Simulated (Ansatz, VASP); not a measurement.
# AgBr in VASP and in Ansatz

Contents of INCAR:

```
PREC = Accurate
ENCUT = 500
EDIFF = 1E-6
ISMEAR = -1
SIGMA = 0.03
LREAL = False
LASPH = True
NELM = 120
ALGO = Normal
ISIF = 2
LWAVE = False
LCHARG = True
GGA = PE
LELF = True
LVHAR = True
NBANDS = 16
GGA_COMPAT = False
```

Contents of KPOINTS:

```
regular mesh
0
Gamma
  13 13 13
```

Contents of POSCAR:

```
AgBr
1.0
    0.0000000000      2.8709392673      2.8709392673
    2.8709392673      0.0000000000      2.8709392673
    2.8709392673      2.8709392673      0.0000000000
Ag Br
1 1
Direct
    0.0000000000      0.0000000000      0.0000000000
    0.5000000000      0.5000000000      0.5000000000
```

Input for Ansatz:

```yaml
crystal:
  lattice:
    - [0.0, 2.8709392673, 2.8709392673]
    - [2.8709392673, 0.0, 2.8709392673]
    - [2.8709392673, 2.8709392673, 0.0]
  atoms:
    - { symbol: Ag, position: [0.0, 0.0, 0.0] }
    - { symbol: Br, position: [0.5, 0.5, 0.5] }
kpoints:
  mp_grid: { grid: [13, 13, 13] }
scf:
  occupations: { method: fermi_dirac, width: 0.03 }
hamiltonian:
  xc: pbe
  pseudopotentials: { kind: all_electron, lapw: { basis_error: 0.00025 } }
output:
  forces: true
  stress: true
  eigenvalues: true
```

Change from the starting cell: volume scaled by 0.95.

Alike in both runs: task single point; functional PBE; k mesh 13 × 13 × 13; occupations fermi-dirac, width 0.03 eV; no spin polarisation.

|  | VASP | Ansatz |
| --- | --- | --- |
| version | VASP 6.6.1 | Ansatz 0.2.0 |
| potentials or method | VASP PAW PBE potentials, release 64 (Ag, Br), cutoff 500 eV | all-electron LAPW, scalar-relativistic |

|  | VASP | Ansatz | Ansatz less VASP |
| --- | --- | --- | --- |
| pressure (GPa) | 2.2 | 2.3 | +0.04 |

Ansatz ran all-electron here, and VASP with PAW potentials.
